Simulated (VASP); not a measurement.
# Au (P-1) in VASP: settings compared

Au is run at these levels: PBE, r2SCAN; tasks: single point.

Program: VASP 6.6.1. These are calculated values, not measurements. Logs are shortened: lines on timing, memory, paths and dates and some standing lists are left out, and cuts for length are marked.

## Step 1: The cell of the first run

The typed cell holds 1 atom: a = 2.808 Å, b = 2.664 Å, c = 2.778 Å, α = 91.02°, β = 90.03°, γ = 91.82°.

## Step 2: Single point, PBE

INCAR reads:

```
SYSTEM = Au
ALGO     = Normal         ! electronic algorithm
EDIFF    = 1E-6           ! SCF threshold, eV
ENCUT    = 520            ! plane-wave cutoff, eV
GGA      = PE             ! functional
ISIF     = 2              ! what is computed and relaxed
ISMEAR   = -1             ! smearing method
LASPH    = .TRUE.         ! aspherical terms in the spheres
LCHARG   = .FALSE.        ! write CHGCAR
LREAL    = .FALSE.        ! projectors in reciprocal space
LWAVE    = .FALSE.        ! write WAVECAR
NBANDS   = 12             ! bands
NELM     = 60             ! most SCF steps
PREC     = Accurate       ! precision mode
SIGMA    = 0.1            ! smearing width, eV
```

KPOINTS reads:

```
k-points
0
G
  8 9 9
  0 0 0
```

POSCAR reads:

```
Au
1.0
    2.8073190000     -0.0433470000     -0.0008520000
   -0.0433470000      2.6634960000     -0.0240980000
   -0.0008520000     -0.0240980000      2.7774360000
Au
1
Direct
    0.4894220000      0.4834150000      0.4898520000
```

Potentials or basis: VASP PAW PBE potentials, release 64 (Au).

Started as:

```bash
$ cat potpaw_PBE.64/Au/POTCAR > POTCAR
$ mpirun -np 1 vasp_std > vasp.out
```

OUTCAR:

```text
SYSTEM = Au
   EDIFF = 1E-6
   ENCUT = 520
   GGA = PE
   ISIF = 2
   ISMEAR = -1
   LASPH = .TRUE.
   LREAL = .FALSE.
   NELM = 60
   PREC = Accurate

 ion  position               nearest neighbor table
   1  0.489  0.483  0.490-

  LATTYP: Found a triclinic cell.
 ALAT       =     4.7423265641
 B/A-ratio  =     0.5856915656
 C/A-ratio  =     0.5920414222
 COS(alpha) =     0.0004762064
 COS(beta)  =     0.5745113761
 COS(gamma) =     0.5959248053

  Lattice vectors:

 A1 = (  -2.7648240000,  -2.6442470000,   2.8023860000)
 A2 = (  -0.0008520000,  -0.0240980000,   2.7774360000)
 A3 = (  -2.8073190000,   0.0433470000,   0.0008520000)

Analysis of symmetry for initial positions (statically):
=====================================================================
 Subroutine PRICEL returns:
 Original cell was already a primitive cell.

 Routine SETGRP: Setting up the symmetry group for a
 triclinic supercell.

 Subroutine GETGRP returns: Found  2 space group operations
 (whereof  1 operations were pure point group operations)
 out of a pool of  2 trial point group operations.

The static configuration has the point symmetry C_1 .
 The point group associated with its full space group is S_2 .

Analysis of symmetry for dynamics (positions and initial velocities):
=====================================================================
 Subroutine PRICEL returns:
 Original cell was already a primitive cell.

 Routine SETGRP: Setting up the symmetry group for a
 triclinic supercell.

 Subroutine GETGRP returns: Found  2 space group operations
 (whereof  1 operations were pure point group operations)
 out of a pool of  2 trial point group operations.

The dynamic configuration has the point symmetry C_1 .
 The point group associated with its full space group is S_2 .

 Subroutine INISYM returns: Found  2 space group operations
 (whereof  1 operations are pure point group operations),
 and found     1 'primitive' translations

----------------------------------------------------------------------------------------

                                     Primitive cell

  volume of cell :      20.7608

  direct lattice vectors                    reciprocal lattice vectors
     2.807319000 -0.043347000 -0.000852000     0.356301351  0.005800062  0.000159622
    -0.043347000  2.663496000 -0.024098000     0.005800062  0.375570297  0.003260358
    -0.000852000 -0.024098000  2.777436000     0.000159622  0.003260358  0.360072637
[... 82 lines left out ...]
   EDIFF  = 0.1E-05   stopping-criterion for ELM
   LREAL  =      F    real-space projection
   EDIFFG = 0.1E-04   stopping-criterion for IOM
   NSW    =      0    number of steps for IOM
   IBRION =     -1    ionic relax: 0-MD 1-quasi-New 2-CG
   NFREE  =      0    steps in history (QN), initial steepest desc. (CG)
   ISIF   =      2    stress and relaxation
   ISYM   =      2    0-nonsym 1-usesym 2-fastsym
   POTIM  = 0.5000    time-step for ionic-motion
   TEBEG  =    0.0;   TEEND  =   0.0 temperature during run
   PSTRESS=    0.0 pullay stress
   NELECT =      11.0000    total number of electrons
   NUPDOWN=      -1.0000    fix difference up-down
   EMIN   =  10.00;   EMAX   =-10.00  energy-range for DOS
   EFERMI =   0.00;   METHOD = LEGACY
   ISMEAR =    -1;   SIGMA  =   0.10  broadening in eV -4-tet -1-fermi 0-gaus
   EFERMI_NEDOS =   21; number of points for ismear=-14 and -15
   IALGO  =     38    algorithm
   IMIX   =      4    mixing-type and parameters
     AMIX     =   0.40;   BMIX     =  1.00
     AMIX_MAG =   1.60;   BMIX_MAG =  1.00
  volume/ion in A,a.u.               =      20.76       140.10
  Fermi-wavevector in a.u.,A,eV,Ry     =   1.324720  2.503358 23.876647  1.754884
  Thomas-Fermi vector in A             =   2.454234
   LORBIT       =      0    0 simple, 1 ext, 2 COOP (PROOUT), +10 PAW based schemes
   GGA     = PE    functional components
   LHFCALC =     F    Hartree Fock is set to
   AEXX    =    0.0000 exact exchange contribution
   IVDW    =     0    specifies the selected vdW correction
   LEPSILON=     F    determine dielectric tensor
   LRPA    =     F    only Hartree local field effects (RPA)
 non-spin polarized calculation
  energy-cutoff  :      520.00
  volume of cell :       20.76
 maximum number of plane-waves:       572
 NGX is ok and might be reduce to    24
   NGX = 11   NGY =  9   NGZ = 11

 number of electron      11.0000001 magnetization

 Free energy of the ion-electron system (eV)
  ---------------------------------------------------
  ext. energy  EPLUGINS =         0.00000000
  ---------------------------------------------------
  free energy    TOTEN  =        -3.01023957 eV

  energy without entropy =       -3.00029921  energy(sigma->0) =       -3.00526939

 E-fermi :   6.2281     XC(G=0): -11.4205

 val. band max:        6.2226874391   @ k =   0.3750   0.1111   0.3333
 cond. band min:       6.2783460659   @ k =   0.1250  -0.1111   0.4444
 fundamental gap:      0.0556586268
 Fermi energy:         6.2280810692

 k-point     1 :       0.0000    0.0000    0.0000
  band No.  band energies     occupation
      1      -1.4979      2.00000
      2       0.5053      2.00000
      3       0.8173      2.00000
      4       4.6886      2.00000
      5       4.8850      2.00000
      6       4.9191      2.00000
      7      19.3001      0.00000
      8      19.7045      0.00000
      9      21.4011      0.00000
     10      24.7435      0.00000
     11      26.9027      0.00000
     12      28.0467      0.00000
[... 331 lines left out ...]
 k-point    24 :       0.2500    0.3333    0.0000
  band No.  band energies     occupation
      1       1.0290      2.00000
      2       1.8380      2.00000
      3       2.9665      2.00000
      4       3.6382      2.00000
      5       4.2117      2.00000
      6       4.5988      2.00000
      7      13.4489      0.00000
      8      16.2292      0.00000
      9      23.5348      0.00000
     10      25.7771      0.00000
     11      26.2156      0.00000
     12      29.5395      0.00000

 [... further k-points ...]
[... 5 lines left out ...]
  --------------------------------------------------------------------------------------
  -------------------------------------------------------------------------------------
  Total       -0.4889041      1.0465350     -0.3688445     -0.0641643     -0.0130009      0.0008993
  in kB      -37.7302511     80.7643642    -28.4648776     -4.9517574     -1.0033232      0.0694004
  external PRESSURE =       4.8564118 kB  Pullay stress =       0.0000000 kB

 VOLUME and BASIS-vectors are now :
 -----------------------------------------------------------------------------
  energy-cutoff  :      520.00
  volume of cell :       20.76
      direct lattice vectors                 reciprocal lattice vectors
     2.807319000 -0.043347000 -0.000852000     0.356301351  0.005800062  0.000159622
    -0.043347000  2.663496000 -0.024098000     0.005800062  0.375570297  0.003260358
    -0.000852000 -0.024098000  2.777436000     0.000159622  0.003260358  0.360072637

 POSITION                                       TOTAL-FORCE (eV/Angst)
 -----------------------------------------------------------------------------------
      1.35259      1.25455      1.34847        -0.000000      0.000000      0.000000
 -----------------------------------------------------------------------------------
    total drift:                                0.000001      0.000004     -0.000002

  FREE ENERGIE OF THE ION-ELECTRON SYSTEM (eV)
  ---------------------------------------------------
  free  energy   TOTEN  =        -3.0102395716 eV

  energy  without entropy=       -3.0002992140  energy(sigma->0) =       -3.00526939
```

OSZICAR:

```text
N       E                     dE             d eps       ncg     rms          rms(c)
DAV:   1     0.495704145387E+02    0.49570E+02   -0.55730E+03  7900   0.816E+02
DAV:   2    -0.261992105160E+01   -0.52190E+02   -0.49735E+02  9040   0.181E+02
DAV:   3    -0.328680329720E+01   -0.66688E+00   -0.66596E+00  9348   0.201E+01
DAV:   4    -0.328933641079E+01   -0.25331E-02   -0.25330E-02  8964   0.141E+00
DAV:   5    -0.328936086950E+01   -0.24459E-04   -0.24459E-04  9376   0.139E-01    0.653E+00
DAV:   6    -0.302085193386E+01    0.26851E+00   -0.89952E-01  8336   0.723E+00    0.459E+00
DAV:   7    -0.301246295331E+01    0.83890E-02   -0.15350E-02  9292   0.102E+00    0.257E+00
DAV:   8    -0.301023567402E+01    0.22273E-02   -0.10838E-03  8840   0.236E-01    0.870E-02
DAV:   9    -0.301023339489E+01    0.22791E-05   -0.65985E-05  8848   0.624E-02    0.119E-02
DAV:  10    -0.301023961753E+01   -0.62226E-05   -0.41710E-06  9212   0.188E-02    0.126E-03
DAV:  11    -0.301023957164E+01    0.45889E-07   -0.98251E-08  4640   0.241E-03
   1 F= -.30102396E+01 E0= -.30052694E+01  d E =-.994036E-02
```

Wall time 23 s (1 thread of AMD EPYC 9R45 (Zen 5), shared host); peak memory 0.17 GiB.

What came out:

| Property | Result |
| --- | --- |
| Free energy | -3.0102 eV |
| Pressure | 0.5 GPa |
| Band gap on the k mesh | zero (an odd number of electrons rules out a gap without spin polarisation) |

Stress tensor (GPa, compression positive):
```
-3.77 -0.50  0.01
-0.50  8.08 -0.10
 0.01 -0.10 -2.85
```

Caveat: the stress differs along the axes, from -4 to 8 GPa; spin-orbit coupling is left out, which moves the levels of the heavy elements.

## Step 3: Single point, PBE

INCAR reads:

```
SYSTEM = Au
PREC = Accurate
ENCUT = 520
EDIFF = 1E-7
ISMEAR = -1
SIGMA = 0.1
LREAL = .False.
LASPH = .True.
NELM = 100
ALGO = Fast
ISIF = 2
LWAVE = .False.
LCHARG = .True.
GGA = PE
LELF = .True.
LVHAR = .True.
NBANDS = 12
```

KPOINTS reads:

```
Automatic mesh
0
Gamma
  11 11 11
  0 0 0
```

POSCAR is that of step 2.

Potentials or basis: VASP PAW PBE potentials, release 64 (Au).

Started as:

```bash
$ cat potpaw_PBE.64/Au/POTCAR > POTCAR
$ mpirun -np 1 vasp_std > vasp.out
```

It took 70 s on 1 thread of AMD EPYC 9R45 (Zen 5), shared host; peak memory 0.23 GiB.

It converged, with:

```yaml
Free_energy: -3.0070 eV
Pressure: 0.5 GPa
Band_gap_on_the_k_mesh: zero (an odd number of electrons rules out a gap without spin polarisation)
```

Stress tensor (GPa, compression positive):
```
-4.56 -0.34  0.01
-0.34  8.52 -0.21
 0.01 -0.21 -2.56
```

Levels at points of the mesh, in eV from the Fermi level:
```tsv
k point	band 4	band 5	band 6	band 7	band 8	band 9
(0.00, 0.00, 0.00)	-1.55	-1.36	-1.31	13.07	13.47	15.16
```

Caveat: the stress differs along the axes, from -5 to 9 GPa; spin-orbit coupling is left out, which moves the levels of the heavy elements.

## Step 4: Single point, r2SCAN

POSCAR is that of step 3.

INCAR.step1 reads:

```
SYSTEM = Au
PREC = Accurate
ENCUT = 520
ISMEAR = 1
SIGMA = 0.1
LREAL = .False.
LASPH = .True.
NELM = 60
NBANDS = 12
GGA = PE
ALGO = Normal
EDIFF = 1E-4
LWAVE = .True.
LCHARG = .False.
```

INCAR.step2 reads:

```
SYSTEM = Au
PREC = Accurate
ENCUT = 520
EDIFF = 1E-6
ISMEAR = 1
SIGMA = 0.1
LREAL = .False.
LASPH = .True.
NELM = 60
ALGO = Normal
ISIF = 2
LWAVE = .False.
LCHARG = .False.
METAGGA = R2SCAN
LMIXTAU = .True.
NBANDS = 12
ISTART = 1
```

KPOINTS reads:

```
regular mesh
0
Gamma
  8 9 9
  0 0 0
```

Potentials or basis: VASP PAW PBE potentials, release 64 (Au).

Started as:

```bash
$ cat potpaw_PBE.64/Au/POTCAR > POTCAR
$ cp INCAR.step1 INCAR
$ mpirun -np 1 vasp_std > vasp.out
$ cp INCAR.step2 INCAR
$ mpirun -np 1 vasp_std > vasp.out
```

OUTCAR:

```text
SYSTEM = Au
   PREC = Accurate
   ENCUT = 520
   EDIFF = 1E-6
   ISMEAR = 1
   LREAL = .False.
   LASPH = .True.
   NELM = 60
   ISIF = 2
   METAGGA = R2SCAN
   ISTART = 1

 ion  position               nearest neighbor table
   1  0.489  0.483  0.490-

  LATTYP: Found a triclinic cell.
 ALAT       =     4.7423265641
 B/A-ratio  =     0.5856915656
 C/A-ratio  =     0.5920414222
 COS(alpha) =     0.0004762064
 COS(beta)  =     0.5745113761
 COS(gamma) =     0.5959248053

  Lattice vectors:

 A1 = (  -2.7648240000,  -2.6442470000,   2.8023860000)
 A2 = (  -0.0008520000,  -0.0240980000,   2.7774360000)
 A3 = (  -2.8073190000,   0.0433470000,   0.0008520000)

Analysis of symmetry for initial positions (statically):
=====================================================================
 Subroutine PRICEL returns:
 Original cell was already a primitive cell.

 Routine SETGRP: Setting up the symmetry group for a
 triclinic supercell.

 Subroutine GETGRP returns: Found  2 space group operations
 (whereof  1 operations were pure point group operations)
 out of a pool of  2 trial point group operations.

[... 166 lines left out ...]
 cond. band min:       6.0695390012   @ k =   0.1250   0.4444  -0.0000
 fundamental gap:      0.0353521742
 Fermi energy:         6.0627658295

 k-point     1 :       0.0000    0.0000    0.0000
  band No.  band energies     occupation
      1      -1.8343      2.00000
      2       0.0641      2.00000
      3       0.3833      2.00000
      4       4.3326      2.00000
      5       4.5431      2.00000
      6       4.5717      2.00000
      7      19.6907      0.00000
      8      20.1104      0.00000
      9      21.8686      0.00000
     10      25.3116      0.00000
     11      27.6073      0.00000
     12      28.7889      0.00000
[... 331 lines left out ...]
 k-point    24 :       0.2500    0.3333    0.0000
  band No.  band energies     occupation
      1       0.6395      2.00000
      2       1.4709      2.00000
      3       2.6275      2.00000
      4       3.2543      2.00000
      5       3.8431      2.00000
      6       4.3914      2.00000
      7      13.6294      0.00000
      8      16.5095      0.00000
      9      24.1764      0.00000
     10      26.3728      0.00000
     11      26.8543      0.00000
     12      30.4056      0.00000

 [... further k-points ...]
[... 5 lines left out ...]
  --------------------------------------------------------------------------------------
  -------------------------------------------------------------------------------------
  Total       -0.8323186      0.6436214     -0.8093921     -0.0670908     -0.0002229     -0.0089787
  in kB      -64.2326162     49.6702717    -62.4633064     -5.1776063     -0.0172009     -0.6929154
  external PRESSURE =     -25.6752170 kB  Pullay stress =       0.0000000 kB

 VOLUME and BASIS-vectors are now :
 -----------------------------------------------------------------------------
  energy-cutoff  :      520.00
  volume of cell :       20.76
      direct lattice vectors                 reciprocal lattice vectors
     2.807319000 -0.043347000 -0.000852000     0.356301351  0.005800062  0.000159622
    -0.043347000  2.663496000 -0.024098000     0.005800062  0.375570297  0.003260358
    -0.000852000 -0.024098000  2.777436000     0.000159622  0.003260358  0.360072637

 POSITION                                       TOTAL-FORCE (eV/Angst)
 -----------------------------------------------------------------------------------
      1.35259      1.25455      1.34847        -0.000000     -0.000000      0.000000
 -----------------------------------------------------------------------------------
    total drift:                                0.000003     -0.000011     -0.000001

  FREE ENERGIE OF THE ION-ELECTRON SYSTEM (eV)
  ---------------------------------------------------
  free  energy   TOTEN  =       -50.3903961146 eV

  energy  without entropy=      -50.3903803803  energy(sigma->0) =      -50.39039087
```

OUTCAR.step1:

```text
SYSTEM = Au
   PREC = Accurate
   ENCUT = 520
   ISMEAR = 1
   LREAL = .False.
   LASPH = .True.
   NELM = 60
[... 584 lines left out ...]
 -----------------------------------------------------------------------------------
      1.35259      1.25455      1.34847         0.000000      0.000000      0.000000
 -----------------------------------------------------------------------------------
    total drift:                                0.000001      0.000004     -0.000002

  FREE ENERGIE OF THE ION-ELECTRON SYSTEM (eV)
  ---------------------------------------------------
  free  energy   TOTEN  =        -3.0054478597 eV

  energy  without entropy=       -3.0054709941  energy(sigma->0) =       -3.00545557
```

OSZICAR.step1:

```text
N       E                     dE             d eps       ncg     rms          rms(c)
DAV:   1     0.495845615929E+02    0.49585E+02   -0.55730E+03  7900   0.816E+02
DAV:   2    -0.261053425027E+01   -0.52195E+02   -0.49755E+02  9040   0.181E+02
DAV:   3    -0.327638883839E+01   -0.66585E+00   -0.66470E+00  9348   0.201E+01
DAV:   4    -0.327891657423E+01   -0.25277E-02   -0.25276E-02  8964   0.141E+00
DAV:   5    -0.327894096948E+01   -0.24395E-04   -0.24395E-04  9376   0.138E-01    0.652E+00
DAV:   6    -0.301617058644E+01    0.26277E+00   -0.89139E-01  8344   0.719E+00    0.461E+00
DAV:   7    -0.300774502213E+01    0.84256E-02   -0.14457E-02  9268   0.990E-01    0.257E+00
DAV:   8    -0.300546093748E+01    0.22841E-02   -0.14420E-03  8816   0.268E-01    0.652E-02
DAV:   9    -0.300544785968E+01    0.13078E-04   -0.14970E-04  5284   0.963E-02
   1 F= -.30054479E+01 E0= -.30054556E+01  d E =0.231344E-04
```

Run time: 2.2 min. Hardware: 1 thread of AMD EPYC 9R45 (Zen 5), shared host; peak memory 0.17 GiB.

What came out:

```yaml
Free_energy: -50.3904 eV
Pressure: -2.6 GPa
Band_gap_on_the_k_mesh: zero (an odd number of electrons rules out a gap without spin polarisation)
```

Stress tensor (GPa, compression positive):
```
-6.42 -0.52 -0.07
-0.52  4.97  0.00
-0.07  0.00 -6.25
```

Caveat: the stress differs along the axes, from -6 to 5 GPa; the PAW data sets were made with another functional, which shifts forces and pressure a little; spin-orbit coupling is left out, which moves the levels of the heavy elements.

## Step 5: The runs side by side

| level | k mesh | smearing | gap on the mesh (eV) | pressure (GPa) |
| --- | --- | --- | --- | --- |
| PBE | 8 × 9 × 9 | fermi-dirac 0.1 eV | none | 0.5 |
| PBE | 11 × 11 × 11 | fermi-dirac 0.1 eV | none | 0.5 |
| r2SCAN | 8 × 9 × 9 | methfessel-paxton 0.1 eV | none | -2.6 |

Alike in all rows: task single point; potentials or basis VASP PAW PBE potentials, release 64 (Au); no spin polarisation; cell as given; cutoff (eV) 520.

The pressure there spans -2.6 GPa (r2SCAN) to 0.5 GPa (PBE); a positive pressure means that this level wants a larger cell, a negative one a smaller.

Caveats: spin-orbit coupling is left out, which moves the levels of the heavy elements; the stress differs along the axes, from -4 to 8 GPa (at least some runs); the stress differs along the axes, from -5 to 9 GPa (at least some runs); the stress differs along the axes, from -6 to 5 GPa (at least some runs); the PAW data sets were made with another functional, which shifts forces and pressure a little (at least some runs).

Total energies depend on the potentials used, so only differences within one code and one set of settings carry meaning.

The gap in the log of VASP goes by the Fermi energy; the results here count the filled bands.